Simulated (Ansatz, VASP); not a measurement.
Be2RuAu2 in VASP and in Ansatz

File INCAR:

```
PREC = Accurate
ENCUT = 600
EDIFF = 1E-7
ISMEAR = 0
SIGMA = 0.1
LREAL = False
LASPH = True
NELM = 60
ALGO = Normal
ISIF = 3
LWAVE = False
LCHARG = False
GGA = PE
IBRION = 2
NSW = 90
EDIFFG = -0.04
```

KPOINTS

```
Automatic mesh
0
Gamma
  6 6 6
```

File POSCAR:

```
Be2RuAu2
1.0
   -1.8236663137      1.8236663137      4.7848670606
    1.8236663137     -1.8236663137      4.7848670606
    1.8236663137      1.8236663137     -4.7848670606
Be Ru Au
2 1 2
Direct
    0.2500000000      0.7500000000      0.5000000000
    0.7500000000      0.2500000000      0.5000000000
    0.0000000000      0.0000000000      0.0000000000
    0.6260000000      0.6260000000      0.0000000000
    0.3740000000      0.3740000000      0.0000000000
```

Input for Ansatz:

```yaml
crystal:
  lattice:
    - [-1.8236663137, 1.8236663137, 4.7848670606]
    - [1.8236663137, -1.8236663137, 4.7848670606]
    - [1.8236663137, 1.8236663137, -4.7848670606]
  atoms:
    - { symbol: Be, position: [0.25, 0.75, 0.5] }
    - { symbol: Be, position: [0.75, 0.25, 0.5] }
    - { symbol: Ru, position: [0.0, 0.0, 0.0] }
    - { symbol: Au, position: [0.626, 0.626, 0.0] }
    - { symbol: Au, position: [0.374, 0.374, 0.0] }
basis:
  ecutwfc: 420
kpoints:
  mp_grid: { grid: [6, 6, 6] }
hamiltonian:
  xc: pbe
scf:
  occupations: { method: gaussian, width: 0.1 }
  lower_state_search: "off"
output:
  forces: true
  stress: true
  eigenvalues: true
relax:
  adjacent_minimum: "off"
  f_tol: 0.04
  max_steps: 70
  cell: { stress_tol: 0.4 }
```

Alike in both runs: task relaxation of cell and atoms; functional PBE; k mesh 6 × 6 × 6; occupations gaussian, width 0.1 eV; no spin polarisation.

```csv
,VASP,Ansatz
version,VASP 6.6.1,Ansatz 0.2.0
potentials or method,"VASP PAW PBE potentials, release 64 (Be, Ru_pv, Au), cutoff 600 eV","scalar-relativistic, plane waves, PAW"
valence electrons in the cell,40,58
```

Ansatz gave:

| Item | Value |
| --- | --- |
| gap on the k mesh at the Fermi level, each at its own relaxed structure (eV) | none |
| relaxed volume (Å³/atom) | 13.65 |
| relaxed cell length with the largest relative difference (Å) | 7.530 |

Problem. What did VASP give for the same quantities?

Solution. gap on the k mesh at the Fermi level, each at its own relaxed structure (eV): none; relaxed volume (Å³/atom): 13.63; relaxed cell length with the largest relative difference (Å): 7.516.

A gap of «none» marks a metal or a gap that the smearing closes. VASP's potentials hold 40 valence electrons a cell and Ansatz's 58, so a difference there can come from the potentials and not from the codes.

The k mesh is coarse, so the values compare programs but aren't converged. Neither program's run includes spin-orbit coupling.
